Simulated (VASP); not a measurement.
# ZrPt3 (Pm-3m) in VASP: relaxation of cell and atoms with LDA

Aim: the relaxation of cell and atoms of ZrPt3 with LDA.

Everything below comes from runs of VASP 6.6.1. Logs are shortened: lines on timing, memory, paths and dates and some standing lists are left out, and cuts for length are marked.

## Step 1: The cell of the first run

Symmetry: Pm-3m, No. 221, cubic system. Conventional cell: a = 3.971 Å, b = 3.971 Å, c = 3.971 Å, α = 90.00°, β = 90.00°, γ = 90.00°. Within 3.7 Å of Zr (site symmetry m-3m) lie 12 Pt at 2.81 Å. Within 3.7 Å of Pt (site symmetry 4/mmm) lie 4 Zr at 2.81 Å and 8 Pt at 2.81 Å.

## Step 2: Relaxation of cell and atoms, LDA

File INCAR:

```
ALGO = Fast
EDIFF = 1E-7
EDIFFG = -0.001
ENCUT = 600
GGA = CA
IBRION = 2
ISIF = 3
ISMEAR = -1
LASPH = True
LCHARG = False
LREAL = False
LWAVE = False
NELM = 80
NSW = 80
PREC = Accurate
SIGMA = 0.15
```

File KPOINTS:

```
k-points
0
Gamma
  10 10 10
```

File POSCAR:

```
ZrPt3
1.0
    3.9713018075      0.0000000000      0.0000000000
    0.0000000000      3.9713018075      0.0000000000
    0.0000000000      0.0000000000      3.9713018075
Zr Pt
1 3
Direct
    0.0000000000      0.0000000000      0.0000000000
    0.0000000000      0.5000000000      0.5000000000
    0.5000000000      0.0000000000      0.5000000000
    0.5000000000      0.5000000000      0.0000000000
```

Potentials or basis: VASP PAW LDA potentials, release 64 (Zr_sv, Pt).

Started as:

```bash
cat potpaw_LDA.64/Zr_sv/POTCAR potpaw_LDA.64/Pt/POTCAR > POTCAR
mpirun -np 1 vasp_std > vasp.out
```

OUTCAR:

```text
EDIFF = 1E-7
   EDIFFG = -0.001
   ENCUT = 600
   GGA = CA
   IBRION = 2
   ISIF = 3
   ISMEAR = -1
   LASPH = True
   LREAL = False
   NELM = 80
   NSW = 80
   PREC = Accurate

 ion  position               nearest neighbor table
   1  0.000  0.000  0.000-   2 2.81   3 2.81   4 2.81   2 2.81   3 2.81   2 2.81   4 2.81   2 2.81
                             3 2.81   4 2.81   3 2.81   4 2.81
   2  0.000  0.500  0.500-   1 2.81   3 2.81   4 2.81   1 2.81   4 2.81   1 2.81   3 2.81   1 2.81
                             3 2.81   4 2.81   4 2.81   3 2.81
   3  0.500  0.000  0.500-   1 2.81   2 2.81   4 2.81   1 2.81   4 2.81   2 2.81   4 2.81   4 2.81
                             1 2.81   2 2.81   1 2.81   2 2.81
   4  0.500  0.500  0.000-   1 2.81   2 2.81   3 2.81   2 2.81   3 2.81   1 2.81   3 2.81   3 2.81
                             1 2.81   2 2.81   2 2.81   1 2.81

  LATTYP: Found a simple cubic cell.
 ALAT       =     3.9713018075

  Lattice vectors:

 A1 = (   3.9713018075,   0.0000000000,   0.0000000000)
 A2 = (   0.0000000000,   3.9713018075,   0.0000000000)
 A3 = (   0.0000000000,   0.0000000000,   3.9713018075)

Analysis of symmetry for initial positions (statically):
=====================================================================
 Subroutine PRICEL returns:
 Original cell was already a primitive cell.

 Routine SETGRP: Setting up the symmetry group for a
 simple cubic supercell.

 Subroutine GETGRP returns: Found 48 space group operations
 (whereof 48 operations were pure point group operations)
 out of a pool of 48 trial point group operations.

The static configuration has the point symmetry O_h .

Analysis of symmetry for dynamics (positions and initial velocities):
=====================================================================
 Subroutine PRICEL returns:
 Original cell was already a primitive cell.

 Routine SETGRP: Setting up the symmetry group for a
 simple cubic supercell.

 Subroutine GETGRP returns: Found 48 space group operations
 (whereof 48 operations were pure point group operations)
 out of a pool of 48 trial point group operations.

The dynamic configuration has the point symmetry O_h .

 Subroutine INISYM returns: Found 48 space group operations
 (whereof 48 operations are pure point group operations),
 and found     1 'primitive' translations

----------------------------------------------------------------------------------------

                                     Primitive cell

  volume of cell :      62.6323

  direct lattice vectors                    reciprocal lattice vectors
     3.971301808  0.000000000  0.000000000     0.251806599  0.000000000  0.000000000
     0.000000000  3.971301808  0.000000000     0.000000000  0.251806599  0.000000000
     0.000000000  0.000000000  3.971301808     0.000000000  0.000000000  0.251806599

  length of vectors
     3.971301808  3.971301808  3.971301808     0.251806599  0.251806599  0.251806599

  position of ions in fractional coordinates (direct lattice)
     0.000000000  0.000000000  0.000000000
     0.000000000  0.500000000  0.500000000
     0.500000000  0.000000000  0.500000000
     0.500000000  0.500000000  0.000000000

  ion indices of the primitive-cell ions
   primitive index   ion index
                 1           1
                 2           2
                 3           3
                 4           4

----------------------------------------------------------------------------------------

 KPOINTS: k-points

Automatic generation of k-mesh.
 Grid dimensions read from file:
 generate k-points for:   10   10   10

 Generating k-lattice:

  Cartesian coordinates                     Fractional coordinates (reciprocal lattice)
     0.025180660  0.000000000  0.000000000     0.100000000  0.000000000  0.000000000
     0.000000000  0.025180660  0.000000000     0.000000000  0.100000000  0.000000000
     0.000000000  0.000000000  0.025180660     0.000000000  0.000000000  0.100000000

  Length of vectors
     0.025180660  0.025180660  0.025180660

  Shift w.r.t. Gamma in fractional coordinates (k-lattice)
     0.000000000  0.000000000  0.000000000

 Subroutine IBZKPT returns following result:
 ===========================================

 Found     56 irreducible k-points:

 Following reciprocal coordinates:
            Coordinates               Weight
  0.000000  0.000000  0.000000      1.000000
  0.100000  0.000000  0.000000      6.000000
  0.200000  0.000000  0.000000      6.000000
  0.300000  0.000000  0.000000      6.000000
  0.400000  0.000000  0.000000      6.000000
  0.500000  0.000000  0.000000      3.000000
[... 16 lines left out ...]
  0.200000  0.100000  0.100000     24.000000
  0.300000  0.100000  0.100000     24.000000
 [... further k-points ...]
   k-points           NKPTS =     56   k-points in BZ     NKDIM =     56   number of bands    NBANDS=     25
   number of dos      NEDOS =    301   number of ions     NIONS =      4
   total plane-waves  NPLWV =  32768
   dimension x,y,z NGX =    32 NGY =   32 NGZ =   32
   dimension x,y,z NGXF=    64 NGYF=   64 NGZF=   64
   ions per type =               1   3
   NGX,Y,Z   is equivalent  to a cutoff of  13.40, 13.40, 13.40 a.u.
   NGXF,Y,Z  is equivalent  to a cutoff of  26.79, 26.79, 26.79 a.u.
 SYSTEM =  unknown system
   PREC   = accura    normal or accurate (medium, high low for compatibility)
   ISTART =      0    job   : 0-new  1-cont  2-samecut
   ICHARG =      2    charge: 1-file 2-atom 10-const
   ISPIN  =      1    spin polarized calculation?
   LNONCOLLINEAR =      F non collinear calculations
   LSORBIT =      F    spin-orbit coupling
   LASPH  =      T    aspherical Exc in radial PAW
   ENCUT  =  600.0 eV  44.10 Ry    6.64 a.u.   7.93  7.93  7.93*2*pi/ulx,y,z
   NELM   =     80;   NELMIN=  2; NELMDL= -5     # of ELM steps
   EDIFF  = 0.1E-06   stopping-criterion for ELM
   LREAL  =      F    real-space projection
   EDIFFG = -.1E-02   stopping-criterion for IOM
   NSW    =     80    number of steps for IOM
   IBRION =      2    ionic relax: 0-MD 1-quasi-New 2-CG
   NFREE  =      1    steps in history (QN), initial steepest desc. (CG)
   ISIF   =      3    stress and relaxation
   ISYM   =      2    0-nonsym 1-usesym 2-fastsym
   POTIM  = 0.5000    time-step for ionic-motion
   TEBEG  =    0.0;   TEEND  =   0.0 temperature during run
   PSTRESS=    0.0 pullay stress
   NELECT =      42.0000    total number of electrons
   NUPDOWN=      -1.0000    fix difference up-down
   EMIN   =  10.00;   EMAX   =-10.00  energy-range for DOS
   EFERMI =   0.00;   METHOD = LEGACY
   ISMEAR =    -1;   SIGMA  =   0.15  broadening in eV -4-tet -1-fermi 0-gaus
   EFERMI_NEDOS =   21; number of points for ismear=-14 and -15
   IALGO  =     68    algorithm
   IMIX   =      4    mixing-type and parameters
     AMIX     =   0.40;   BMIX     =  1.00
     AMIX_MAG =   1.60;   BMIX_MAG =  1.00
  volume/ion in A,a.u.               =      15.66       105.67
  Fermi-wavevector in a.u.,A,eV,Ry     =   1.432930  2.707845 27.936692  2.053289
  Thomas-Fermi vector in A             =   2.552504
   LORBIT       =      0    0 simple, 1 ext, 2 COOP (PROOUT), +10 PAW based schemes
   GGA     = CA    functional components
   LHFCALC =     F    Hartree Fock is set to
   AEXX    =    0.0000 exact exchange contribution
   IVDW    =     0    specifies the selected vdW correction
   LEPSILON=     F    determine dielectric tensor
   LRPA    =     F    only Hartree local field effects (RPA)
 conjugate gradient relaxation of ions
 non-spin polarized calculation
 RMM-DIIS sequential band-by-band and
  energy-cutoff  :      600.00
  volume of cell :       62.63
 maximum number of plane-waves:      2176
 NGX is ok and might be reduce to    32
   NGX = 15   NGY = 15   NGZ = 15

--------------------------------------- Ionic step        1  -------------------------------------------

 number of electron      42.0000004 magnetization

 Free energy of the ion-electron system (eV)
  ---------------------------------------------------
  ext. energy  EPLUGINS =         0.00000000
  ---------------------------------------------------
  free energy    TOTEN  =       -36.11609646 eV

  energy without entropy =      -36.06888249  energy(sigma->0) =      -36.09248947

------------------------ aborting loop because EDIFF is reached ----------------------------------------

  FORCE on cell =-STRESS in cart. coord.  units (eV):
  Direction    XX          YY          ZZ          XY          YZ          ZX
  --------------------------------------------------------------------------------------
  -------------------------------------------------------------------------------------
  Total        0.3484305      0.3484305      0.3484305      0.0000000      0.0000000     -0.0000000
  in kB        8.9130845      8.9130845      8.9130845      0.0000000      0.0000000     -0.0000000
  external PRESSURE =       8.9130845 kB  Pullay stress =       0.0000000 kB
[... 61 lines left out ...]
  energy  without entropy=      -36.0641861310  energy(sigma->0) =      -36.08823756

--------------------------------------- Ionic step        3  -------------------------------------------

 number of electron      42.0000006 magnetization

 Free energy of the ion-electron system (eV)
  ---------------------------------------------------
  ext. energy  EPLUGINS =         0.00000000
  ---------------------------------------------------
  free energy    TOTEN  =       -36.11668327 eV

  energy without entropy =      -36.06923792  energy(sigma->0) =      -36.09296060

 E-fermi :  12.2735     XC(G=0): -13.3962

 val. band max:       12.0293304490   @ k =   0.5000   0.5000   0.5000
 cond. band min:      12.3489403605   @ k =   0.5000   0.0000   0.0000
 fundamental gap:      0.3196099114
 Fermi energy:        12.2735282995

 k-point     1 :       0.0000    0.0000    0.0000
  band No.  band energies     occupation
      1     -37.2366      2.00000
      2     -15.4378      2.00000
      3     -15.4378      2.00000
      4     -15.4378      2.00000
      5       2.1942      2.00000
      6       4.7986      2.00000
[... 661 lines left out ...]
     24      13.7893      0.00008
     25      14.5913      0.00000

 [... further k-points ...]

------------------------ aborting loop because EDIFF is reached ----------------------------------------

  FORCE on cell =-STRESS in cart. coord.  units (eV):
  Direction    XX          YY          ZZ          XY          YZ          ZX
  --------------------------------------------------------------------------------------
  -------------------------------------------------------------------------------------
  Total       -0.0009851     -0.0009851     -0.0009851     -0.0000000      0.0000000     -0.0000000
  in kB       -0.0251163     -0.0251163     -0.0251163     -0.0000000      0.0000000     -0.0000000
  external PRESSURE =      -0.0251163 kB  Pullay stress =       0.0000000 kB
[... 19 lines left out ...]
  FREE ENERGIE OF THE ION-ELECTRON SYSTEM (eV)
  ---------------------------------------------------
  free  energy   TOTEN  =       -36.1166832661 eV

  energy  without entropy=      -36.0692379245  energy(sigma->0) =      -36.09296060

 reached required accuracy - stopping structural energy minimisation
```

It took 4.5 min on 1 thread of Intel Xeon 8259CL, shared host; peak memory 0.24 GiB.

Results:

```
Free energy                           : -36.1167 eV
Relaxed volume                        : 15.71 Å³/atom
Relaxed cell                          : a = 3.976 Å, b = 3.976 Å, c = 3.976 Å, α = 90.00°, β = 90.00°, γ = 90.00°
Space group after relaxing (to 0.1 Å) : Pm-3m (No. 221)
Energy gained by relaxing             : 0.1 meV/atom
Ionic steps                           : 3
Pressure after relaxing               : 0.0 GPa
Band gap on the k mesh                : zero (bands 21 and 22 overlap by 1.89 eV)
```

The path:
```tsv
step	energy change (eV)	largest force (eV/Å)	pressure (GPa)	volume (Å³)
1	0.0000	0.0000	0.89	62.63
2	0.0038	0.0000	-2.39	63.43
3	-0.0006	0.0000	0.00	62.84
```

Final structure:
```xyz
4
Lattice="3.9757 0.0000 0.0000 0.0000 3.9757 0.0000 0.0000 0.0000 3.9757" Properties=species:S:1:pos:R:3 pbc="T T T"
Zr    0.0000    0.0000    0.0000
Pt    0.0000    1.9879    1.9879
Pt    1.9879    0.0000    1.9879
Pt    1.9879    1.9879    0.0000
```

Levels at points of the mesh, in eV from the Fermi level:
```tsv
k point	band 18	band 19	band 20	band 21	band 22	band 23	band 24	band 25
(0.00, 0.00, 0.00)	-0.41	-0.41	-0.41	1.65	1.65	1.65	2.30	2.30
(0.50, 0.00, 0.00)	-2.96	-2.96	-1.73	-0.40	0.08	0.08	1.40	1.49
(0.50, 0.50, 0.00)	-3.31	-2.97	-2.78	-2.53	0.83	0.83	1.06	1.06
(0.50, 0.50, 0.50)	-0.89	-0.89	-0.89	-0.24	-0.24	-0.24	1.54	1.54
```

Caveat: spin-orbit coupling is left out, which moves the levels of the heavy elements.

The gap in the log of VASP goes by the Fermi energy; the results here count the filled bands.